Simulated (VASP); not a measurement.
# Ir (I4/mmm) in VASP: further runs, part 2 of 2

VASP 6.6.1.

### Step 6. Single point, PBE (13.33 Å³/atom)

INCAR reads:

```
SYSTEM = Ir
  PREC = Accurate
  ENCUT = 520
  EDIFF = 1E-6
  ISMEAR = 0
  SIGMA = 0.15
  LREAL = .FALSE.
  LASPH = .TRUE.
  NELM = 80
  ALGO = Normal
  ISIF = 2
  LWAVE = .FALSE.
  LCHARG = .FALSE.
  GGA = PE
  NBANDS = 10
```

KPOINTS reads:

```
regular mesh
0
G
  22 22 22
  0 0 0
```

POSCAR reads:

```
Ir
1.0
    0.0000000000      1.7877113170      2.0862591070
    1.7877113170      0.0000000000      2.0862591070
    1.7877113170      1.7877113170      0.0000000000
Ir
1
Direct
    0.0000000000      0.0000000000      0.0000000000
```

Potentials or basis: VASP PAW PBE potentials, release 64 (Ir).

On the command line:

```console
cat potpaw_PBE.64/Ir/POTCAR > POTCAR
mpirun -np 1 vasp_std > vasp.out
```

OUTCAR:

```text
SYSTEM = Ir
   PREC = Accurate
   ENCUT = 520
   EDIFF = 1E-6
   ISMEAR = 0
   LREAL = .FALSE.
   LASPH = .TRUE.
   NELM = 80
   ISIF = 2
   GGA = PE

 ion  position               nearest neighbor table
   1  0.000  0.000  0.000-

  LATTYP: Found a body centered tetragonal cell.
 ALAT       =     2.5282055901
 C/A-ratio  =     1.6503872273

  Lattice vectors:

 A1 = (  -1.7877113170,   0.0000000000,   2.0862591070)
 A2 = (   1.7877113170,   0.0000000000,   2.0862591070)
 A3 = (   0.0000000000,   1.7877113170,  -2.0862591070)

Analysis of symmetry for initial positions (statically):
=====================================================================
 Subroutine PRICEL returns:
 Original cell was already a primitive cell.

 Routine SETGRP: Setting up the symmetry group for a
 body centered tetragonal supercell.

 Subroutine GETGRP returns: Found 16 space group operations
 (whereof 16 operations were pure point group operations)
 out of a pool of 16 trial point group operations.

The static configuration has the point symmetry D_4h.

Analysis of symmetry for dynamics (positions and initial velocities):
=====================================================================
 Subroutine PRICEL returns:
 Original cell was already a primitive cell.

 Routine SETGRP: Setting up the symmetry group for a
 body centered tetragonal supercell.

 Subroutine GETGRP returns: Found 16 space group operations
 (whereof 16 operations were pure point group operations)
 out of a pool of 16 trial point group operations.

The dynamic configuration has the point symmetry D_4h.

 Subroutine INISYM returns: Found 16 space group operations
 (whereof 16 operations are pure point group operations),
 and found     1 'primitive' translations

----------------------------------------------------------------------------------------

                                     Primitive cell

  volume of cell :      13.3350

  direct lattice vectors                    reciprocal lattice vectors
     0.000000000  1.787711317  2.086259107    -0.279687215  0.279687215  0.239663424
     1.787711317  0.000000000  2.086259107     0.279687215 -0.279687215  0.239663424
     1.787711317  1.787711317  0.000000000     0.279687215  0.279687215 -0.239663424

  length of vectors
     2.747433132  2.747433132  2.528205590     0.462480738  0.462480738  0.462480738

  position of ions in fractional coordinates (direct lattice)
     0.000000000  0.000000000  0.000000000

  ion indices of the primitive-cell ions
   primitive index   ion index
                 1           1

----------------------------------------------------------------------------------------

 KPOINTS: regular mesh

Automatic generation of k-mesh.
 Grid dimensions read from file:
 generate k-points for:   22   22   22

 Generating k-lattice:

  Cartesian coordinates                     Fractional coordinates (reciprocal lattice)
    -0.012713055  0.012713055  0.010893792     0.045454545  0.000000000  0.000000000
     0.012713055 -0.012713055  0.010893792     0.000000000  0.045454545  0.000000000
     0.012713055  0.012713055 -0.010893792     0.000000000  0.000000000  0.045454545

  Length of vectors
     0.021021852  0.021021852  0.021021852

  Shift w.r.t. Gamma in fractional coordinates (k-lattice)
     0.000000000  0.000000000  0.000000000

 Subroutine IBZKPT returns following result:
 ===========================================

 Found    834 irreducible k-points:

 Following reciprocal coordinates:
            Coordinates               Weight
  0.000000  0.000000  0.000000      1.000000
  0.045455  0.000000  0.000000      8.000000
  0.090909  0.000000  0.000000      8.000000
  0.136364  0.000000  0.000000      8.000000
  0.181818  0.000000  0.000000      8.000000
  0.227273  0.000000  0.000000      8.000000
[... 16 lines left out ...]
  0.500000  0.045455  0.000000      8.000000
 -0.454545  0.045455  0.000000      8.000000
 [... further k-points ...]
   k-points           NKPTS =    834   k-points in BZ     NKDIM =    834   number of bands    NBANDS=     10
   number of dos      NEDOS =    301   number of ions     NIONS =      1
   total plane-waves  NPLWV =   8000
   dimension x,y,z NGX =    20 NGY =   20 NGZ =   20
   dimension x,y,z NGXF=    40 NGYF=   40 NGZF=   40
   ions per type =               1
   NGX,Y,Z   is equivalent  to a cutoff of  12.10, 12.10, 13.15 a.u.
   NGXF,Y,Z  is equivalent  to a cutoff of  24.20, 24.20, 26.30 a.u.
 SYSTEM =  Ir
   PREC   = accura    normal or accurate (medium, high low for compatibility)
   ISTART =      0    job   : 0-new  1-cont  2-samecut
   ICHARG =      2    charge: 1-file 2-atom 10-const
   ISPIN  =      1    spin polarized calculation?
   LNONCOLLINEAR =      F non collinear calculations
   LSORBIT =      F    spin-orbit coupling
   LASPH  =      T    aspherical Exc in radial PAW
   ENCUT  =  520.0 eV  38.22 Ry    6.18 a.u.   5.11  5.11  4.70*2*pi/ulx,y,z
   NELM   =     80;   NELMIN=  2; NELMDL= -5     # of ELM steps
   EDIFF  = 0.1E-05   stopping-criterion for ELM
   LREAL  =      F    real-space projection
   EDIFFG = 0.1E-04   stopping-criterion for IOM
   NSW    =      0    number of steps for IOM
   IBRION =     -1    ionic relax: 0-MD 1-quasi-New 2-CG
   NFREE  =      0    steps in history (QN), initial steepest desc. (CG)
   ISIF   =      2    stress and relaxation
   ISYM   =      2    0-nonsym 1-usesym 2-fastsym
   POTIM  = 0.5000    time-step for ionic-motion
   TEBEG  =    0.0;   TEEND  =   0.0 temperature during run
   PSTRESS=    0.0 pullay stress
   NELECT =       9.0000    total number of electrons
   NUPDOWN=      -1.0000    fix difference up-down
   EMIN   =  10.00;   EMAX   =-10.00  energy-range for DOS
   EFERMI =   0.00;   METHOD = LEGACY
   ISMEAR =     0;   SIGMA  =   0.15  broadening in eV -4-tet -1-fermi 0-gaus
   EFERMI_NEDOS =   21; number of points for ismear=-14 and -15
   IALGO  =     38    algorithm
   IMIX   =      4    mixing-type and parameters
     AMIX     =   0.40;   BMIX     =  1.00
     AMIX_MAG =   1.60;   BMIX_MAG =  1.00
  volume/ion in A,a.u.               =      13.33        89.99
  Fermi-wavevector in a.u.,A,eV,Ry     =   1.436012  2.713669 28.056979  2.062130
  Thomas-Fermi vector in A             =   2.555247
   LORBIT       =      0    0 simple, 1 ext, 2 COOP (PROOUT), +10 PAW based schemes
   GGA     = PE    functional components
   LHFCALC =     F    Hartree Fock is set to
   AEXX    =    0.0000 exact exchange contribution
   IVDW    =     0    specifies the selected vdW correction
   LEPSILON=     F    determine dielectric tensor
   LRPA    =     F    only Hartree local field effects (RPA)
 non-spin polarized calculation
 Gauss-broadening in eV      SIGMA  =   0.15
  energy-cutoff  :      520.00
  volume of cell :       13.33
 maximum number of plane-waves:       372
   NGX = 11   NGY = 11   NGZ =  9

 number of electron       8.9999999 magnetization

 Free energy of the ion-electron system (eV)
  ---------------------------------------------------
  ext. energy  EPLUGINS =         0.00000000
  ---------------------------------------------------
  free energy    TOTEN  =        -8.42715699 eV

  energy without entropy =       -8.41650406  energy(sigma->0) =       -8.42183052

 E-fermi :  11.4390     XC(G=0): -14.3315

 val. band max:       11.4366999424   @ k =   0.3636   0.0000   0.0000
 cond. band min:      11.4394509192   @ k =   0.2273   0.1364   0.0909
 fundamental gap:      0.0027509768
 Fermi energy:        11.4390232274

 k-point     1 :       0.0000    0.0000    0.0000
  band No.  band energies     occupation
      1      -0.2903      2.00000
      2       5.7827      2.00000
      3       8.1927      2.00000
      4       8.1927      2.00000
      5       8.4562      2.00000
      6      11.6006      0.12778
      7      26.0874      0.00000
      8      28.5339      0.00000
      9      33.4085      0.00000
     10      33.4085      0.00000
[... 287 lines left out ...]
 k-point    24 :      -0.4545    0.0455    0.0000
  band No.  band energies     occupation
      1       2.8431      2.00000
      2       6.0509      2.00000
      3       8.2976      2.00000
      4      10.1135      2.00000
      5      11.9335      0.00000
      6      13.3353      0.00000
      7      19.7522      0.00000
      8      24.8508      0.00000
      9      31.1648      0.00000
     10      33.4983      0.00000

 [... further k-points ...]

------------------------ aborting loop because EDIFF is reached ----------------------------------------

  FORCE on cell =-STRESS in cart. coord.  units (eV):
  Direction    XX          YY          ZZ          XY          YZ          ZX
  --------------------------------------------------------------------------------------
  -------------------------------------------------------------------------------------
  Total        5.5506686      5.5506686     -0.0895975      0.0000000      0.0000000      0.0000000
  in kB      666.9032928    666.9032928    -10.7649899      0.0000000      0.0000000      0.0000000
  external PRESSURE =     441.0138652 kB  Pullay stress =       0.0000000 kB

 VOLUME and BASIS-vectors are now :
 -----------------------------------------------------------------------------
  energy-cutoff  :      520.00
  volume of cell :       13.33
      direct lattice vectors                 reciprocal lattice vectors
     0.000000000  1.787711317  2.086259107    -0.279687215  0.279687215  0.239663424
     1.787711317  0.000000000  2.086259107     0.279687215 -0.279687215  0.239663424
     1.787711317  1.787711317  0.000000000     0.279687215  0.279687215 -0.239663424

 POSITION                                       TOTAL-FORCE (eV/Angst)
 -----------------------------------------------------------------------------------
      0.00000      0.00000      0.00000        -0.000000      0.000000      0.000000
 -----------------------------------------------------------------------------------
    total drift:                                0.000000      0.000000     -0.000000

  FREE ENERGIE OF THE ION-ELECTRON SYSTEM (eV)
  ---------------------------------------------------
  free  energy   TOTEN  =        -8.4271569884 eV

  energy  without entropy=       -8.4165040591  energy(sigma->0) =       -8.42183052
```

OSZICAR:

```text
N       E                     dE             d eps       ncg     rms          rms(c)
DAV:   1     0.500248918918E+02    0.50025E+02   -0.44150E+03 16776   0.828E+02
DAV:   2    -0.802798261746E+01   -0.58053E+02   -0.55428E+02 17118   0.201E+02
DAV:   3    -0.890994597868E+01   -0.88196E+00   -0.87890E+00 19208   0.301E+01
DAV:   4    -0.891808036137E+01   -0.81344E-02   -0.81328E-02 19274   0.270E+00
DAV:   5    -0.891823598092E+01   -0.15562E-03   -0.15562E-03 19428   0.354E-01    0.185E+01
DAV:   6    -0.852540402449E+01    0.39283E+00   -0.58164E-01 18756   0.953E+00    0.830E+00
DAV:   7    -0.843328341103E+01    0.92121E-01   -0.24735E-01 20674   0.571E+00    0.154E+00
DAV:   8    -0.842717558422E+01    0.61078E-02   -0.54869E-03 18632   0.104E+00    0.193E-01
DAV:   9    -0.842714917666E+01    0.26408E-04   -0.12145E-04 21698   0.110E-01    0.192E-02
DAV:  10    -0.842715670103E+01   -0.75244E-05   -0.41943E-06 18340   0.163E-02    0.354E-03
DAV:  11    -0.842715698838E+01   -0.28735E-06   -0.18233E-07  9778   0.583E-03
   1 F= -.84271570E+01 E0= -.84218305E+01  d E =-.106529E-01
```

stdout:

```text
POSCAR found type information on POSCAR Ir
 POSCAR found :  1 types and       1 ions
 scaLAPACK will be used
 LDA part: xc-table for (Slater+PW92), standard interpolation
 POSCAR, INCAR and KPOINTS ok, starting setup
 FFT: planning ... GRIDC
 FFT: planning ... GRID_SOFT
 FFT: planning ... GRID
 WAVECAR not read
 entering main loop
```

Wall time 31 s (1 thread of Intel Xeon 6975P-C (Granite Rapids), shared host); peak memory 0.23 GiB.

What came out:

```yaml
Free_energy: -8.4272 eV
Pressure: 44.1 GPa
Band_gap_on_the_k_mesh: zero (an odd number of electrons rules out a gap without spin polarisation)
```

Stress tensor (GPa, compression positive):
```
66.69  0.00  0.00
 0.00 66.69  0.00
 0.00  0.00 -1.08
```

Levels at points of the mesh, in eV from the Fermi level:
| k point | band 2 | band 3 | band 4 | band 5 | band 6 | band 7 |
| --- | --- | --- | --- | --- | --- | --- |
| (0.00, 0.00, 0.00) | -5.66 | -3.25 | -3.25 | -2.98 | 0.16 | 14.65 |
| (0.50, 0.00, 0.00) | -5.37 | -3.19 | -0.80 | 0.58 | 1.41 | 8.24 |
| (0.50, 0.50, 0.00) | -7.97 | -0.31 | 1.35 | 1.52 | 1.52 | 8.56 |
| (0.50, 0.00, 0.50) | -7.82 | 0.37 | 0.55 | 2.97 | 2.98 | 10.37 |

Caveat: the stress differs along the axes, from -1 to 67 GPa; spin-orbit coupling is left out, which moves the levels of the heavy elements.

### Step 7. The runs side by side

```csv
cell,gap on the mesh (eV),pressure (GPa)
"a = 2.592, b = 2.592, c = 2.900 Å, angles 56.0, 56.0, 68.0°, 1 atom",none,48.3
"a = 2.641, b = 2.641, c = 2.708 Å, angles 59.2, 59.2, 61.7°, 1 atom",none,37.7
"a = 2.595, b = 2.595, c = 3.106 Å, angles 53.2, 53.2, 73.5°, 1 atom",none,48.7
"a = 2.610, b = 2.610, c = 2.802 Å, angles 57.5, 57.5, 65.0°, 1 atom",none,42.2
"a = 2.747, b = 2.747, c = 2.528 Å, angles 62.6, 62.6, 54.8°, 1 atom",none,44.1
```

Alike in all rows: task single point; level PBE; potentials or basis VASP PAW PBE potentials, release 64 (Ir); no spin polarisation; k mesh 22 × 22 × 22; cutoff (eV) 520; smearing gaussian 0.15 eV.

Caveats: spin-orbit coupling is left out, which moves the levels of the heavy elements; the stress differs along the axes, from 30 to 84 GPa (at least some runs); the stress differs along the axes, from 30 to 52 GPa (at least some runs); the stress differs along the axes, from 23 to 62 GPa (at least some runs); the stress differs along the axes, from 24 to 78 GPa (at least some runs); the stress differs along the axes, from -1 to 67 GPa (at least some runs).

Absolute energies hang on the potentials; compare differences alone.
